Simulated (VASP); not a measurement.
# AlGaN2 (P-4m2) in VASP: single point with LDA

Aim: the single point of AlGaN2 with LDA.

Everything below comes from runs of VASP 6.6.1. Logs are shortened: lines on timing, memory, paths and dates and some standing lists are left out, and cuts for length are marked.

## Step 1: The cell of the first run

The structure is tetragonal, space group P-4m2 (No. 115). The conventional cell has a = 3.078 Å, b = 3.078 Å, c = 4.424 Å, α = 90.00°, β = 90.00°, γ = 90.00°. Within 2.5 Å of Al (site symmetry -4m2) lie 4 N at 1.87 Å. Ga (site symmetry -4m2) has 4 N at 1.93 Å within 2.6 Å. Within 2.5 Å of N (site symmetry 2mm) lie 2 Al at 1.87 Å and 2 Ga at 1.93 Å.

## Step 2: Single point, LDA (strain -0.0200 x Voigt [1, 1, 0, 0, 0, 0])

Input file INCAR:

```
SYSTEM = AlGaN2
  PREC = Accurate
  ENCUT = 1330
  EDIFF = 1E-6
  ISMEAR = 0
  SIGMA = 0.05
  LREAL = .False.
  LASPH = .True.
  NELM = 120
  ALGO = Normal
  ISIF = 2
  LWAVE = .False.
  LCHARG = .False.
  NBANDS = 21
  GGA_COMPAT = .False.
```

Input file KPOINTS:

```
regular mesh
0
Gamma
  8 8 6
  0 0 0
```

Input file POSCAR:

```
AlGaN2
1.0
    3.0780595077      0.0000000000      0.0000000000
    0.0000000000      3.0780595077      0.0000000000
    0.0000000000      0.0000000000      4.4238379400
Al Ga N
1 1 2
Direct
    0.5000000000      0.5000000000      0.5000000000
    0.0000000000      0.0000000000      0.0000000000
    0.5000000000      0.0000000000      0.7382648100
    0.0000000000      0.5000000000      0.2617351900
```

Potentials or basis: VASP PAW LDA potentials, release 64 (Al, Ga_d, N_h).

Launch:

```sh
> cat potpaw_LDA.64/Al/POTCAR potpaw_LDA.64/Ga_d/POTCAR potpaw_LDA.64/N_h/POTCAR > POTCAR
> mpirun -np 1 vasp_std > vasp.out
```

OUTCAR:

```text
SYSTEM = AlGaN2
   PREC = Accurate
   ENCUT = 1330
   EDIFF = 1E-6
   ISMEAR = 0
   LREAL = .False.
   LASPH = .True.
   NELM = 120
   ISIF = 2

 ion  position               nearest neighbor table
   1  0.500  0.500  0.500-   3 1.87   4 1.87   3 1.87   4 1.87   2 3.10   2 3.10   2 3.10   2 3.10
                             2 3.10   2 3.10   2 3.10   2 3.10
   2  0.000  0.000  0.000-   3 1.93   4 1.93   4 1.93   3 1.93   1 3.10   1 3.10   1 3.10   1 3.10
                             1 3.10   1 3.10   1 3.10   1 3.10
   3  0.500  0.000  0.738-   1 1.87   1 1.87   2 1.93   2 1.93
   4  0.000  0.500  0.262-   1 1.87   1 1.87   2 1.93   2 1.93

  LATTYP: Found a simple tetragonal cell.
 ALAT       =     3.0780595077
 C/A-ratio  =     1.4372165090

  Lattice vectors:

 A1 = (   3.0780595077,   0.0000000000,   0.0000000000)
 A2 = (   0.0000000000,   3.0780595077,   0.0000000000)
 A3 = (   0.0000000000,   0.0000000000,   4.4238379400)

Analysis of symmetry for initial positions (statically):
=====================================================================
 Subroutine PRICEL returns:
 Original cell was already a primitive cell.

 Routine SETGRP: Setting up the symmetry group for a
 simple tetragonal supercell.

 Subroutine GETGRP returns: Found  8 space group operations
 (whereof  8 operations were pure point group operations)
 out of a pool of 16 trial point group operations.

The static configuration has the point symmetry D_2d.

Analysis of symmetry for dynamics (positions and initial velocities):
=====================================================================
 Subroutine PRICEL returns:
 Original cell was already a primitive cell.

 Routine SETGRP: Setting up the symmetry group for a
 simple tetragonal supercell.

 Subroutine GETGRP returns: Found  8 space group operations
 (whereof  8 operations were pure point group operations)
 out of a pool of 16 trial point group operations.

The dynamic configuration has the point symmetry D_2d.

 Subroutine INISYM returns: Found  8 space group operations
 (whereof  8 operations are pure point group operations),
 and found     1 'primitive' translations

----------------------------------------------------------------------------------------

                                     Primitive cell

  volume of cell :      41.9134

  direct lattice vectors                    reciprocal lattice vectors
     3.078059508  0.000000000  0.000000000     0.324880009  0.000000000  0.000000000
     0.000000000  3.078059508  0.000000000     0.000000000  0.324880009  0.000000000
     0.000000000  0.000000000  4.423837940     0.000000000  0.000000000  0.226048064

  length of vectors
     3.078059508  3.078059508  4.423837940     0.324880009  0.324880009  0.226048064

  position of ions in fractional coordinates (direct lattice)
     0.500000000  0.500000000  0.500000000
     0.000000000  0.000000000  0.000000000
     0.500000000  0.000000000  0.738264810
     0.000000000  0.500000000  0.261735190

  ion indices of the primitive-cell ions
   primitive index   ion index
                 1           1
                 2           2
                 3           3
                 4           4

----------------------------------------------------------------------------------------

 KPOINTS: regular mesh

Automatic generation of k-mesh.
 Grid dimensions read from file:
 generate k-points for:    8    8    6

 Generating k-lattice:

  Cartesian coordinates                     Fractional coordinates (reciprocal lattice)
     0.040610001  0.000000000  0.000000000     0.125000000  0.000000000  0.000000000
     0.000000000  0.040610001  0.000000000     0.000000000  0.125000000  0.000000000
     0.000000000  0.000000000  0.037674677     0.000000000  0.000000000  0.166666667

  Length of vectors
     0.040610001  0.040610001  0.037674677

  Shift w.r.t. Gamma in fractional coordinates (k-lattice)
     0.000000000  0.000000000  0.000000000

 Subroutine IBZKPT returns following result:
 ===========================================

 Found     60 irreducible k-points:

 Following reciprocal coordinates:
            Coordinates               Weight
  0.000000  0.000000  0.000000      1.000000
  0.125000  0.000000  0.000000      4.000000
  0.250000  0.000000  0.000000      4.000000
  0.375000  0.000000  0.000000      4.000000
  0.500000  0.000000  0.000000      2.000000
  0.125000  0.125000  0.000000      4.000000
[... 16 lines left out ...]
  0.375000  0.125000  0.166667     16.000000
  0.500000  0.125000  0.166667      8.000000
 [... further k-points ...]
   k-points           NKPTS =     60   k-points in BZ     NKDIM =     60   number of bands    NBANDS=     21
   number of dos      NEDOS =    301   number of ions     NIONS =      4
   total plane-waves  NPLWV =  86400
   dimension x,y,z NGX =    40 NGY =   40 NGZ =   54
   dimension x,y,z NGXF=    80 NGYF=   80 NGZF=  108
   ions per type =               1   1   2
   NGX,Y,Z   is equivalent  to a cutoff of  21.60, 21.60, 20.29 a.u.
   NGXF,Y,Z  is equivalent  to a cutoff of  43.21, 43.21, 40.59 a.u.
 SYSTEM =  AlGaN2
   PREC   = accura    normal or accurate (medium, high low for compatibility)
   ISTART =      0    job   : 0-new  1-cont  2-samecut
   ICHARG =      2    charge: 1-file 2-atom 10-const
   ISPIN  =      1    spin polarized calculation?
   LNONCOLLINEAR =      F non collinear calculations
   LSORBIT =      F    spin-orbit coupling
   LASPH  =      T    aspherical Exc in radial PAW
   ENCUT  = 1330.0 eV  97.75 Ry    9.89 a.u.   9.15  9.15 13.15*2*pi/ulx,y,z
   NELM   =    120;   NELMIN=  2; NELMDL= -5     # of ELM steps
   EDIFF  = 0.1E-05   stopping-criterion for ELM
   LREAL  =      F    real-space projection
   EDIFFG = 0.1E-04   stopping-criterion for IOM
   NSW    =      0    number of steps for IOM
   IBRION =     -1    ionic relax: 0-MD 1-quasi-New 2-CG
   NFREE  =      0    steps in history (QN), initial steepest desc. (CG)
   ISIF   =      2    stress and relaxation
   ISYM   =      2    0-nonsym 1-usesym 2-fastsym
   POTIM  = 0.5000    time-step for ionic-motion
   TEBEG  =    0.0;   TEEND  =   0.0 temperature during run
   PSTRESS=    0.0 pullay stress
   NELECT =      26.0000    total number of electrons
   NUPDOWN=      -1.0000    fix difference up-down
   EMIN   =  10.00;   EMAX   =-10.00  energy-range for DOS
   EFERMI =   0.00;   METHOD = LEGACY
   ISMEAR =     0;   SIGMA  =   0.05  broadening in eV -4-tet -1-fermi 0-gaus
   EFERMI_NEDOS =   21; number of points for ismear=-14 and -15
   IALGO  =     38    algorithm
   IMIX   =      4    mixing-type and parameters
     AMIX     =   0.40;   BMIX     =  1.00
     AMIX_MAG =   1.60;   BMIX_MAG =  1.00
  volume/ion in A,a.u.               =      10.48        70.71
  Fermi-wavevector in a.u.,A,eV,Ry     =   1.396202  2.638439 26.522919  1.949380
  Thomas-Fermi vector in A             =   2.519579
   LORBIT       =      0    0 simple, 1 ext, 2 COOP (PROOUT), +10 PAW based schemes
   GGA     = CA    functional components
   LHFCALC =     F    Hartree Fock is set to
   AEXX    =    0.0000 exact exchange contribution
   IVDW    =     0    specifies the selected vdW correction
   LEPSILON=     F    determine dielectric tensor
   LRPA    =     F    only Hartree local field effects (RPA)
 non-spin polarized calculation
 Gauss-broadening in eV      SIGMA  =   0.05
  energy-cutoff  :     1330.00
  volume of cell :       41.91
 maximum number of plane-waves:      4644
 NGX is ok and might be reduce to    40
   NGX = 19   NGY = 19   NGZ = 27

 number of electron      26.0000000 magnetization

 Free energy of the ion-electron system (eV)
  ---------------------------------------------------
  ext. energy  EPLUGINS =         0.00000000
  ---------------------------------------------------
  free energy    TOTEN  =       -30.30598296 eV

  energy without entropy =      -30.30598296  energy(sigma->0) =      -30.30598296

 E-fermi :   6.4172     XC(G=0): -11.9375

 val. band max:        6.1801884860   @ k =   0.0000   0.0000   0.0000
 cond. band min:       9.3208923959   @ k =   0.0000   0.0000   0.0000
 fundamental gap:      3.1407039099
 Fermi energy:         6.4171879926

 k-point     1 :       0.0000    0.0000    0.0000
  band No.  band energies     occupation
      1      -9.5083      2.00000
      2      -8.0106      2.00000
      3      -6.9455      2.00000
      4      -6.9455      2.00000
      5      -6.9025      2.00000
      6      -6.7258      2.00000
[... 13 lines left out ...]
     20      18.8966      0.00000
     21      21.4074      0.00000

 k-point     2 :       0.1250    0.0000    0.0000
  band No.  band energies     occupation
      1      -9.3634      2.00000
      2      -8.0083      2.00000
      3      -6.9625      2.00000
      4      -6.9425      2.00000
      5      -6.8727      2.00000
      6      -6.7389      2.00000
[... 13 lines left out ...]
     20      18.7107      0.00000
     21      20.9530      0.00000

 k-point     3 :       0.2500    0.0000    0.0000
  band No.  band energies     occupation
      1      -8.9773      2.00000
      2      -8.0158      2.00000
      3      -6.9567      2.00000
      4      -6.9350      2.00000
      5      -6.7820      2.00000
      6      -6.7702      2.00000
[... 13 lines left out ...]
     20      18.1894      0.00000
     21      19.9112      0.00000

 k-point     4 :       0.3750    0.0000    0.0000
  band No.  band energies     occupation
      1      -8.5203      2.00000
      2      -8.0559      2.00000
      3      -6.9274      2.00000
      4      -6.9085      2.00000
      5      -6.8012      2.00000
      6      -6.5428      2.00000
[... 13 lines left out ...]
     20      18.2794      0.00000
     21      18.9598      0.00000

 k-point     5 :       0.5000    0.0000    0.0000
  band No.  band energies     occupation
      1      -8.2725      2.00000
      2      -8.1221      2.00000
      3      -6.9241      2.00000
      4      -6.8836      2.00000
      5      -6.8140      2.00000
      6      -6.1650      2.00000
[... 13 lines left out ...]
     20      18.4183      0.00000
     21      18.4226      0.00000

 k-point     6 :       0.1250    0.1250    0.0000
  band No.  band energies     occupation
      1      -9.2236      2.00000
      2      -8.0031      2.00000
      3      -6.9661      2.00000
      4      -6.9426      2.00000
      5      -6.8472      2.00000
      6      -6.7513      2.00000
[... 13 lines left out ...]
     20      18.5140      0.00000
     21      19.7011      0.00000

 k-point     7 :       0.2500    0.1250    0.0000
  band No.  band energies     occupation
      1      -8.8559      2.00000
      2      -8.0028      2.00000
      3      -6.9621      2.00000
      4      -6.9163      2.00000
      5      -6.8007      2.00000
      6      -6.7376      2.00000
[... 13 lines left out ...]
     20      18.3850      0.00000
     21      18.9463      0.00000
[... 291 lines left out ...]
      1      -8.2859      2.00000
      2      -8.1009      2.00000
      3      -6.9255      2.00000
      4      -6.8684      2.00000
      5      -6.8138      2.00000
      6      -6.1560      2.00000
[... 13 lines left out ...]
     20      17.7620      0.00000
     21      18.1516      0.00000

 k-point    21 :       0.1250    0.1250    0.1667
  band No.  band energies     occupation
      1      -9.1150      2.00000
      2      -8.0272      2.00000
      3      -6.9725      2.00000
      4      -6.9300      2.00000
      5      -6.8470      2.00000
      6      -6.7511      2.00000
[... 13 lines left out ...]
     20      18.2609      0.00000
     21      19.8647      0.00000

 k-point    22 :       0.2500    0.1250    0.1667
  band No.  band energies     occupation
      1      -8.7766      2.00000
      2      -8.0171      2.00000
      3      -6.9639      2.00000
      4      -6.8973      2.00000
      5      -6.7996      2.00000
      6      -6.7299      2.00000
[... 13 lines left out ...]
     20      18.3505      0.00000
     21      19.1138      0.00000

 k-point    23 :       0.3750    0.1250    0.1667
  band No.  band energies     occupation
      1      -8.4080      2.00000
      2      -8.0323      2.00000
      3      -6.9422      2.00000
      4      -6.8582      2.00000
      5      -6.8253      2.00000
      6      -6.4442      2.00000
[... 13 lines left out ...]
     20      18.4249      0.00000
     21      18.8171      0.00000

 k-point    24 :       0.5000    0.1250    0.1667
  band No.  band energies     occupation
      1      -8.2381      2.00000
      2      -8.0602      2.00000
      3      -6.9343      2.00000
      4      -6.8401      2.00000
      5      -6.8400      2.00000
      6      -6.0650      2.00000
[... 13 lines left out ...]
     20      18.5207      0.00000
     21      18.6057      0.00000

 [... further k-points ...]
[... 5 lines left out ...]
  --------------------------------------------------------------------------------------
  -------------------------------------------------------------------------------------
  Total        1.3254465      1.3254465      0.5212629      0.0000000      0.0000000      0.0000000
  in kB       50.6663408     50.6663408     19.9257270      0.0000000      0.0000000      0.0000000
  external PRESSURE =      40.4194695 kB  Pullay stress =       0.0000000 kB

 VOLUME and BASIS-vectors are now :
 -----------------------------------------------------------------------------
  energy-cutoff  :     1330.00
  volume of cell :       41.91
      direct lattice vectors                 reciprocal lattice vectors
     3.078059508  0.000000000  0.000000000     0.324880009  0.000000000  0.000000000
     0.000000000  3.078059508  0.000000000     0.000000000  0.324880009  0.000000000
     0.000000000  0.000000000  4.423837940     0.000000000  0.000000000  0.226048064

 POSITION                                       TOTAL-FORCE (eV/Angst)
 -----------------------------------------------------------------------------------
      1.53903      1.53903      2.21192         0.000000      0.000000      0.000000
      0.00000      0.00000      0.00000        -0.000000     -0.000000      0.000000
      1.53903      0.00000      3.26596         0.000000     -0.000000      0.216256
      0.00000      1.53903      1.15787         0.000000     -0.000000     -0.216256
 -----------------------------------------------------------------------------------
    total drift:                               -0.000000      0.000000      0.000000

  FREE ENERGIE OF THE ION-ELECTRON SYSTEM (eV)
  ---------------------------------------------------
  free  energy   TOTEN  =       -30.3059829637 eV

  energy  without entropy=      -30.3059829637  energy(sigma->0) =      -30.30598296
```

Run time: 2.6 min. Hardware: 1 thread of Intel Xeon Platinum 8488C (Sapphire Rapids), shared host; peak memory 0.37 GiB.

What came out:

* Free energy: -30.3060 eV
* Pressure: 4.0 GPa
* Largest force: 0.216 eV/Å
* Band gap on the k mesh: 3.14 eV

Forces on the atoms (eV/Å):
```
Al   0.000  0.000  0.000
Ga   0.000  0.000  0.000
N    0.000  0.000  0.216
N    0.000  0.000 -0.216
```

Stress tensor (GPa, compression positive):
```
5.07 0.00 0.00
0.00 5.07 0.00
0.00 0.00 1.99
```

Levels at points of the mesh, in eV from the valence-band top:
```tsv
k point	band 9	band 10	band 11	band 12	band 13	band 14	band 15	band 16	band 17	band 18
(0.00, 0.00, 0.00)	-2.36	-2.36	-0.35	0.00	0.00	3.14	3.59	7.88	11.35	11.35
(0.50, 0.00, 0.00)	-4.63	-3.19	-3.13	-0.98	-0.66	7.20	7.35	8.25	8.67	10.15
(0.50, 0.50, 0.00)	-5.08	-2.48	-2.45	-2.45	-2.44	3.18	3.18	6.23	8.71	12.79
(0.00, 0.00, 0.50)	-2.66	-1.60	-1.60	-1.00	-1.00	5.33	5.44	8.12	9.47	11.10
(0.50, 0.00, 0.50)	-6.48	-1.01	-0.96	-0.76	-0.53	5.37	6.74	9.28	9.60	10.31
(0.50, 0.50, 0.50)	-4.50	-4.22	-3.42	-3.42	-3.41	6.05	6.05	9.03	10.90	10.95
```

Caveat: the cell differs from its parent crystal (strain -0.0200 x Voigt [1, 1, 0, 0, 0, 0]); the cell stands under pressure.
